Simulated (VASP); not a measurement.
# F (C2/c) in VASP: single point with r2SCAN

Aim: the single point of F with r2SCAN.

Program: VASP 6.6.1. These are calculated values, not measurements. Logs are shortened: lines on timing, memory, paths and dates and some standing lists are left out, and cuts for length are marked.

## 1. The cell of the first run

It takes space group C2/c (No. 15, monoclinic). The conventional cell has a = 5.113 Å, b = 3.168 Å, c = 6.622 Å, α = 90.00°, β = 94.87°, γ = 90.00°. F (site symmetry 1) has 1 F at 1.41 Å within 1.9 Å.

## 2. Single point, r2SCAN

Contents of POSCAR:

```
F
1.0
    2.5563224246     -1.5840272486      0.0000000000
    2.5563224246      1.5840272486      0.0000000000
   -0.5621106040      0.0000000000      6.5977088989
F
4
Direct
    0.5958328800      0.9153359700      0.5979555000
    0.0846640300      0.4041671200      0.9020445000
    0.4041671200      0.0846640300      0.4020445000
    0.9153359700      0.5958328800      0.0979555000
```

Contents of INCAR.step1:

```
SYSTEM = F
PREC = Accurate ; ENCUT = 520
ISMEAR = -1 ; SIGMA = 0.03
LREAL = .FALSE. ; LASPH = .TRUE.
NELM = 100 ; NBANDS = 22
GGA = PE ; ALGO = Normal
EDIFF = 1E-4 ; LWAVE = .TRUE.
LCHARG = .FALSE.
```

Contents of INCAR.step2:

```
SYSTEM = F
PREC = Accurate ; ENCUT = 520
EDIFF = 1E-6 ; ISMEAR = -1
SIGMA = 0.03 ; LREAL = .FALSE.
LASPH = .TRUE. ; NELM = 100
ALGO = Normal ; ISIF = 2
LWAVE = .FALSE. ; LCHARG = .TRUE.
METAGGA = R2SCAN ; LMIXTAU = .TRUE.
LELF = .TRUE. ; LVHAR = .TRUE.
NBANDS = 22 ; ISTART = 1
```

Contents of KPOINTS:

```
Automatic mesh
0
G
  10 10 4
  0 0 0
```

Potentials or basis: VASP PAW PBE potentials, release 64 (F).

Command:

```sh
> cat potpaw_PBE.64/F/POTCAR > POTCAR
> cp INCAR.step1 INCAR
> mpirun -np 1 vasp_std > vasp.out
> cp INCAR.step2 INCAR
> mpirun -np 1 vasp_std > vasp.out
```

OUTCAR:

```text
SYSTEM = F
   PREC = Accurate
   ENCUT = 520
   EDIFF = 1E-6
   ISMEAR = -1
   LREAL = .FALSE.
   LASPH = .TRUE.
   NELM = 100
   ISIF = 2
   METAGGA = R2SCAN
   ISTART = 1

 ion  position               nearest neighbor table
   1  0.596  0.915  0.598-   3 1.41
   2  0.085  0.404  0.902-   4 1.41
   3  0.404  0.085  0.402-   1 1.41
   4  0.915  0.596  0.098-   2 1.41

  LATTYP: Found a base centered monoclinic cell.
 ALAT       =     5.1126448492
 B/A-ratio  =     0.6196508051
 C/A-ratio  =     1.2951439236
 COS(beta)  =    -0.0848903102

  Lattice vectors:

 A1 = (   2.5563224246,  -1.5840272486,   0.0000000000)
 A2 = (   2.5563224246,   1.5840272486,   0.0000000000)
 A3 = (  -0.5621106040,   0.0000000000,   6.5977088989)

Analysis of symmetry for initial positions (statically):
=====================================================================
 Subroutine PRICEL returns:
 Original cell was already a primitive cell.

 Routine SETGRP: Setting up the symmetry group for a
 base centered monoclinic supercell.

 Subroutine GETGRP returns: Found  4 space group operations
 (whereof  2 operations were pure point group operations)
 out of a pool of  4 trial point group operations.

The static configuration has the point symmetry S_2 .
 The point group associated with its full space group is C_2h.

Analysis of symmetry for dynamics (positions and initial velocities):
=====================================================================
 Subroutine PRICEL returns:
 Original cell was already a primitive cell.

 Routine SETGRP: Setting up the symmetry group for a
 base centered monoclinic supercell.

 Subroutine GETGRP returns: Found  4 space group operations
 (whereof  2 operations were pure point group operations)
 out of a pool of  4 trial point group operations.

The dynamic configuration has the point symmetry S_2 .
 The point group associated with its full space group is C_2h.

 Subroutine INISYM returns: Found  4 space group operations
 (whereof  2 operations are pure point group operations),
 and found     1 'primitive' translations

----------------------------------------------------------------------------------------

                                     Primitive cell

  volume of cell :      53.4320

  direct lattice vectors                    reciprocal lattice vectors
     2.556322425 -1.584027249  0.000000000     0.195593480 -0.315651136  0.016664144
     2.556322425  1.584027249  0.000000000     0.195593480  0.315651136  0.016664144
    -0.562110604  0.000000000  6.597708899     0.000000000  0.000000000  0.151567766

  length of vectors
     3.007312199  3.007312199  6.621610910     0.371712446  0.371712446  0.151567766

  position of ions in fractional coordinates (direct lattice)
     0.595832880  0.915335970  0.597955500
     0.084664030  0.404167120  0.902044500
     0.404167120  0.084664030  0.402044500
     0.915335970  0.595832880  0.097955500

  ion indices of the primitive-cell ions
   primitive index   ion index
                 1           1
                 2           2
                 3           3
                 4           4

----------------------------------------------------------------------------------------

 KPOINTS: Automatic mesh

Automatic generation of k-mesh.
 Grid dimensions read from file:
 generate k-points for:   10   10    4

 Generating k-lattice:

  Cartesian coordinates                     Fractional coordinates (reciprocal lattice)
     0.019559348 -0.031565114  0.001666414     0.100000000  0.000000000  0.000000000
     0.019559348  0.031565114  0.001666414     0.000000000  0.100000000  0.000000000
     0.000000000  0.000000000  0.037891942     0.000000000  0.000000000  0.250000000

  Length of vectors
     0.037171245  0.037171245  0.037891942

  Shift w.r.t. Gamma in fractional coordinates (k-lattice)
     0.000000000  0.000000000  0.000000000

 Subroutine IBZKPT returns following result:
 ===========================================

 Found    117 irreducible k-points:

 Following reciprocal coordinates:
            Coordinates               Weight
  0.000000  0.000000  0.000000      1.000000
  0.100000  0.000000 -0.000000      4.000000
  0.200000  0.000000 -0.000000      4.000000
  0.300000  0.000000  0.000000      4.000000
  0.400000  0.000000 -0.000000      4.000000
  0.500000  0.000000 -0.000000      2.000000
[... 16 lines left out ...]
  0.300000  0.300000  0.000000      2.000000
  0.400000  0.300000 -0.000000      4.000000
 [... further k-points ...]
   k-points           NKPTS =    117   k-points in BZ     NKDIM =    117   number of bands    NBANDS=     22
   number of dos      NEDOS =    301   number of ions     NIONS =      4
   total plane-waves  NPLWV =  28800
   dimension x,y,z NGX =    24 NGY =   24 NGZ =   50
   dimension x,y,z NGXF=    48 NGYF=   48 NGZF=  100
   ions per type =               4
   NGX,Y,Z   is equivalent  to a cutoff of  13.27, 13.27, 12.55 a.u.
   NGXF,Y,Z  is equivalent  to a cutoff of  26.53, 26.53, 25.11 a.u.
 SYSTEM =  F
   PREC   = accura    normal or accurate (medium, high low for compatibility)
   ISTART =      1    job   : 0-new  1-cont  2-samecut
   ICHARG =      0    charge: 1-file 2-atom 10-const
   ISPIN  =      1    spin polarized calculation?
   LNONCOLLINEAR =      F non collinear calculations
   LSORBIT =      F    spin-orbit coupling
   LASPH  =      T    aspherical Exc in radial PAW
   ENCUT  =  520.0 eV  38.22 Ry    6.18 a.u.   5.59  5.59 12.31*2*pi/ulx,y,z
   NELM   =    100;   NELMIN=  2; NELMDL=  0     # of ELM steps
   EDIFF  = 0.1E-05   stopping-criterion for ELM
   LREAL  =      F    real-space projection
   EDIFFG = 0.1E-04   stopping-criterion for IOM
   NSW    =      0    number of steps for IOM
   IBRION =     -1    ionic relax: 0-MD 1-quasi-New 2-CG
   NFREE  =      0    steps in history (QN), initial steepest desc. (CG)
   ISIF   =      2    stress and relaxation
   ISYM   =      2    0-nonsym 1-usesym 2-fastsym
   POTIM  = 0.5000    time-step for ionic-motion
   TEBEG  =    0.0;   TEEND  =   0.0 temperature during run
   PSTRESS=    0.0 pullay stress
   NELECT =      28.0000    total number of electrons
   NUPDOWN=      -1.0000    fix difference up-down
   EMIN   =  10.00;   EMAX   =-10.00  energy-range for DOS
   EFERMI =   0.00;   METHOD = LEGACY
   ISMEAR =    -1;   SIGMA  =   0.03  broadening in eV -4-tet -1-fermi 0-gaus
   EFERMI_NEDOS =   21; number of points for ismear=-14 and -15
   IALGO  =     38    algorithm
   IMIX   =      4    mixing-type and parameters
     AMIX     =   0.40;   BMIX     =  1.00
     AMIX_MAG =   1.60;   BMIX_MAG =  1.00
  volume/ion in A,a.u.               =      13.36        90.14
  Fermi-wavevector in a.u.,A,eV,Ry     =   1.319857  2.494169 23.701672  1.742024
  Thomas-Fermi vector in A             =   2.449725
   LORBIT       =      0    0 simple, 1 ext, 2 COOP (PROOUT), +10 PAW based schemes
   METAGGA = R2SCAN    functional components
   LHFCALC =     F    Hartree Fock is set to
   AEXX    =    0.0000 exact exchange contribution
   IVDW    =     0    specifies the selected vdW correction
   LEPSILON=     F    determine dielectric tensor
   LRPA    =     F    only Hartree local field effects (RPA)
 non-spin polarized calculation
  energy-cutoff  :      520.00
  volume of cell :       53.43
 maximum number of plane-waves:      1468
 NGX is ok and might be reduce to    24
   NGX = 11   NGY = 11   NGZ = 25

 number of electron      27.9999997 magnetization

 Free energy of the ion-electron system (eV)
  ---------------------------------------------------
  ext. energy  EPLUGINS =         0.00000000
  ---------------------------------------------------
  free energy    TOTEN  =       -12.46736452 eV

  energy without entropy =      -12.46736452  energy(sigma->0) =      -12.46736452

 E-fermi :  -4.2072     XC(G=0):  -8.8489

 val. band max:       -4.9967953666   @ k =   0.0000   0.0000   0.0000
 cond. band min:      -1.4902924681   @ k =   0.0000   0.0000   0.0000
 fundamental gap:      3.5065028985
 Fermi energy:        -4.2072388971

 k-point     1 :       0.0000    0.0000    0.0000
  band No.  band energies     occupation
      1     -31.1904      2.00000
      2     -30.9928      2.00000
      3     -24.8774      2.00000
      4     -24.3379      2.00000
      5     -11.6194      2.00000
      6     -10.5041      2.00000
[... 14 lines left out ...]
     21      17.5434      0.00000
     22      19.2981      0.00000

 k-point     2 :       0.1000    0.0000   -0.0000
  band No.  band energies     occupation
      1     -31.1705      2.00000
      2     -30.9820      2.00000
      3     -24.8594      2.00000
      4     -24.3465      2.00000
      5     -11.6021      2.00000
      6     -10.5328      2.00000
[... 14 lines left out ...]
     21      17.5887      0.00000
     22      17.7891      0.00000

 k-point     3 :       0.2000    0.0000   -0.0000
  band No.  band energies     occupation
      1     -31.1163      2.00000
      2     -30.9550      2.00000
      3     -24.8088      2.00000
      4     -24.3733      2.00000
      5     -11.5504      2.00000
      6     -10.6194      2.00000
[... 14 lines left out ...]
     21      16.2009      0.00000
     22      17.6259      0.00000

 k-point     4 :       0.3000    0.0000    0.0000
  band No.  band energies     occupation
      1     -31.0439      2.00000
      2     -30.9258      2.00000
      3     -24.7344      2.00000
      4     -24.4189      2.00000
      5     -11.4628      2.00000
      6     -10.7638      2.00000
[... 14 lines left out ...]
     21      15.5826      0.00000
     22      16.0530      0.00000

 k-point     5 :       0.4000    0.0000   -0.0000
  band No.  band energies     occupation
      1     -30.9743      2.00000
      2     -30.9118      2.00000
      3     -24.6483      2.00000
      4     -24.4824      2.00000
      5     -11.3331      2.00000
      6     -10.9548      2.00000
[... 417 lines left out ...]
 k-point    22 :      -0.2000    0.2000    0.0000
  band No.  band energies     occupation
      1     -31.0025      2.00000
      2     -30.9232      2.00000
      3     -24.6838      2.00000
      4     -24.4713      2.00000
      5     -11.3933      2.00000
      6     -10.8875      2.00000
[... 14 lines left out ...]
     21      15.6839      0.00000
     22      15.7917      0.00000

 k-point    23 :       0.3000    0.3000    0.0000
  band No.  band energies     occupation
      1     -31.0581      2.00000
      2     -30.8915      2.00000
      3     -24.7557      2.00000
      4     -24.3052      2.00000
      5     -11.4687      2.00000
      6     -10.5511      2.00000
[... 14 lines left out ...]
     21      15.4544      0.00000
     22      16.3157      0.00000

 k-point    24 :       0.4000    0.3000   -0.0000
  band No.  band energies     occupation
      1     -31.0205      2.00000
      2     -30.8689      2.00000
      3     -24.7206      2.00000
      4     -24.3126      2.00000
      5     -11.4195      2.00000
      6     -10.5938      2.00000
[... 14 lines left out ...]
     21      14.6070      0.00000
     22      16.0639      0.00000

 [... further k-points ...]
[... 5 lines left out ...]
  --------------------------------------------------------------------------------------
  -------------------------------------------------------------------------------------
  Total       -0.1044105     -0.0189736      0.1033879      0.0000000      0.0000000      0.0131812
  in kB       -3.1307869     -0.5689291      3.1001223      0.0000000      0.0000000      0.3952419
  external PRESSURE =      -0.1998646 kB  Pullay stress =       0.0000000 kB

 VOLUME and BASIS-vectors are now :
 -----------------------------------------------------------------------------
  energy-cutoff  :      520.00
  volume of cell :       53.43
      direct lattice vectors                 reciprocal lattice vectors
     2.556322425 -1.584027249  0.000000000     0.195593480 -0.315651136  0.016664144
     2.556322425  1.584027249  0.000000000     0.195593480  0.315651136  0.016664144
    -0.562110604  0.000000000  6.597708899     0.000000000  0.000000000  0.151567766

 POSITION                                       TOTAL-FORCE (eV/Angst)
 -----------------------------------------------------------------------------------
      3.52692      0.50610      3.94514        -0.002679     -0.024969      0.042962
      0.74256      0.50610      5.95143         0.002679     -0.024969     -0.042962
      1.02362     -0.50610      2.65257         0.002679      0.024969     -0.042962
      3.80797     -0.50610      0.64628        -0.002679      0.024969      0.042962
 -----------------------------------------------------------------------------------
    total drift:                                0.000000      0.000000     -0.000000

  FREE ENERGIE OF THE ION-ELECTRON SYSTEM (eV)
  ---------------------------------------------------
  free  energy   TOTEN  =       -12.4673645220 eV

  energy  without entropy=      -12.4673645220  energy(sigma->0) =      -12.46736452
```

It took 3.9 min on 1 thread of Intel Xeon Platinum 8488C (Sapphire Rapids), shared host; peak memory 0.23 GiB.

Results:

* Free energy: -12.4674 eV
* Pressure: 0.0 GPa
* Largest force: 0.050 eV/Å
* Band gap on the k mesh: 3.51 eV

Forces on the atoms (eV/Å):
```
F   -0.003 -0.025  0.043
F    0.003 -0.025 -0.043
F    0.003  0.025 -0.043
F   -0.003  0.025  0.043
```

Levels at points of the mesh, in eV from the valence-band top:
```
           k point  band 10  band 11  band 12  band 13  band 14  band 15  band 16  band 17  band 18  band 19
(0.00, 0.00, 0.00)    -3.13    -0.48    -0.16    -0.06     0.00     3.51     4.70    10.89    13.38    14.75
(0.50, 0.00, 0.00)    -3.40    -0.60    -0.55    -0.16    -0.12     4.22     4.24    15.81    15.87    17.82
(0.50, 0.50, 0.00)    -3.42    -0.97    -0.63    -0.30    -0.17     3.83     4.60    15.92    16.85    16.90
(0.00, 0.00, 0.50)    -3.15    -0.35    -0.35    -0.03    -0.03     4.09     4.09    11.83    11.83    17.28
(0.50, 0.00, 0.50)    -3.37    -0.52    -0.48    -0.15    -0.04     4.15     4.22    16.03    16.27    16.50
(0.50, 0.50, 0.50)    -3.50    -0.61    -0.61    -0.43    -0.43     4.22     4.22    16.30    16.30    17.44
```

Caveat: the PAW data sets were made with another functional, which shifts forces and pressure a little.
